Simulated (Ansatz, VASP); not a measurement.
**CrO2: VASP beside Ansatz**

INCAR

```
SYSTEM = CrO2
PREC = Accurate ; ENCUT = 700
EDIFF = 1E-6 ; ISMEAR = 0
SIGMA = 0.05 ; LREAL = .FALSE.
LASPH = .TRUE. ; NELM = 200
ALGO = Normal ; ISIF = 2
LWAVE = .FALSE. ; LCHARG = .FALSE.
ISPIN = 2 ; MAGMOM = 2 -2 0 0 0 0
LORBIT = 11 ; LMAXMIX = 4
LDAU = .TRUE. ; LDAUTYPE = 2
LDAUL = 2 -1 ; LDAUU = 6 0
LDAUJ = 0 0 ; LDAUPRINT = 1
GGA = CA ; NBANDS = 39
GGA_COMPAT = .FALSE.
```

KPOINTS

```
regular mesh
0
G
  4 4 6
  0 0 0
```

Contents of POSCAR:

```
CrO2
1.0
    4.4210008300      0.0000000000      0.0000000000
    0.0000000000      4.4210008300      0.0000000000
    0.0000000000      0.0000000000      2.9170005500
Cr O
2 4
Direct
    0.0000000000      0.0000000000      0.0000000000
    0.5000000000      0.5000000000      0.5000000000
    0.3010000000      0.3010000000      0.0000000000
    0.1990000000      0.8010000000      0.5000000000
    0.6990000000      0.6990000000      0.0000000000
    0.8010000000      0.1990000000      0.5000000000
```

Input for Ansatz:

```yaml
crystal:
  lattice:
    - [4.42100083, 0.0, 0.0]
    - [0.0, 4.42100083, 0.0]
    - [0.0, 0.0, 2.91700055]
  atoms:
    - { symbol: Cr, position: [0.0, 0.0, 0.0], spin: 2.0 }
    - { symbol: Cr, position: [0.5, 0.5, 0.5], spin: -2.0 }
    - { symbol: O, position: [0.301, 0.301, 0.0] }
    - { symbol: O, position: [0.199, 0.801, 0.5] }
    - { symbol: O, position: [0.699, 0.699, 0.0] }
    - { symbol: O, position: [0.801, 0.199, 0.5] }
basis:
  ecutwfc: 420
  ecutrho_ratio: 4
kpoints:
  mp_grid: { grid: [4, 4, 6] }
hamiltonian:
  xc: lda
  hubbard:
    sites: [{ site: 0, l: d, u_eff: 6.0 }, { site: 1, l: d, u_eff: 6.0 }]
scf:
  occupations: { method: gaussian, width: 0.05 }
  lower_state_search: "off"
  max_iter: 150
output:
  forces: true
  stress: true
  eigenvalues: true
  populations: true
  hubbard: { sites: [{ site: 0, l: d }, { site: 1, l: d }] }
magnetization:
  spin_polarized: true
```

Alike in both runs: task single point; functional LDA; k mesh 4 × 4 × 6; occupations gaussian, width 0.05 eV; collinear spin; Hubbard terms Cr d U = 6.0 eV.

|  | VASP | Ansatz |
| --- | --- | --- |
| version | VASP 6.6.1 | Ansatz 0.2.0 |
| potentials or method | VASP PAW LDA potentials, release 64 (Cr_sv, O), cutoff 700 eV | scalar-relativistic, plane waves, PAW |
| valence electrons in the cell | 52 | 52 |

|  | VASP | Ansatz | Ansatz less VASP |
| --- | --- | --- | --- |
| gap on the k mesh at the Fermi level (eV) | 0.51 | 0.17 | -0.342 |
| least direct gap on the mesh (eV) | 0.77 | 0.20 | -0.567 |
| pressure (GPa) | -5.9 | 1.0 | +6.84 |
| traceless stress, the component that is largest in VASP (GPa) | 2.00 | -5.75 | -7.752 |
| rms of the force components (eV/Å) | 0.102 | 0.508 | +0.4052 |
| net moment per atom (μB) | 0.00 | 0.00 | 0.000 |
| size of the moment on the site where the two differ most (μB) | 0.02 | 0.17 | +0.152 |

LDA's correlation is that of Perdew and Zunger in VASP and of Perdew and Wang (1992) in Ansatz. Site moments also hang on the region over which each program counts them. The programs project onto different local orbitals, so the same U acts differently, and such runs can settle in different states. Atom by atom the forces differ by 0.610 eV/Å (rms over components).
